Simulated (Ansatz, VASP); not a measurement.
Hf7SiO16: VASP beside Ansatz

```xyz
24
Lattice="0.0000 5.1150 5.1150 5.1150 0.0000 5.1150 5.1150 5.1150 0.0000" Properties=species:S:1:pos:R:3 pbc="T T T"
Si    0.0000    0.0000    0.0000
Hf    2.5575    2.5575    0.0000
Hf    2.5575    0.0000    2.5575
Hf    5.1150    2.5575    2.5575
Hf    0.0000    2.5575    2.5575
Hf    2.5575    5.1150    2.5575
Hf    2.5575    2.5575    5.1150
Hf    5.1150    5.1150    5.1150
O     1.2788    1.2788    1.2788
O     3.8363    3.8363    1.2788
O     3.8363    1.2788    3.8363
O     6.3938    3.8363    3.8363
O     1.2788    3.8363    3.8363
O     3.8363    6.3938    3.8363
O     3.8363    3.8363    6.3938
O     6.3938    6.3938    6.3938
O     3.8363    3.8363    3.8363
O     6.3938    6.3938    3.8363
O     6.3937    3.8363    6.3938
O     8.9512    6.3938    6.3938
O     3.8363    6.3937    6.3937
O     6.3938    8.9512    6.3937
O     6.3937    6.3937    8.9512
O     8.9512    8.9512    8.9512
```

Alike in both runs: task electric field gradients; functional PBE; k mesh 3 × 3 × 3; occupations fermi-dirac, width 0.01 eV; no spin polarisation.

```csv
,VASP,Ansatz
version,VASP 6.6.1,Ansatz 0.2.0
potentials or method,"VASP PAW PBE potentials, release 64 (Si, Hf_pv, O)","plane-wave PAW, scalar-relativistic"
plane-wave cutoff (eV),520,420
valence electrons in the cell,170,282
```

```csv
,VASP,Ansatz,Ansatz less VASP
gap on the k mesh at the Fermi level (eV),0.99,0.98,-0.011
pressure (GPa),-10.2,-7.1,+3.06
rms of the force components (eV/Å),0.365,0.403,+0.0376
size of Vzz on the site where it differs most (V/Å²),24.4,31.4,+7.07
```

Atom by atom the forces differ by 0.038 eV/Å (rms over components). VASP's potentials hold 170 valence electrons a cell and Ansatz's 282, so a difference there can come from the potentials and not from the codes.

Neither program's run includes spin-orbit coupling.
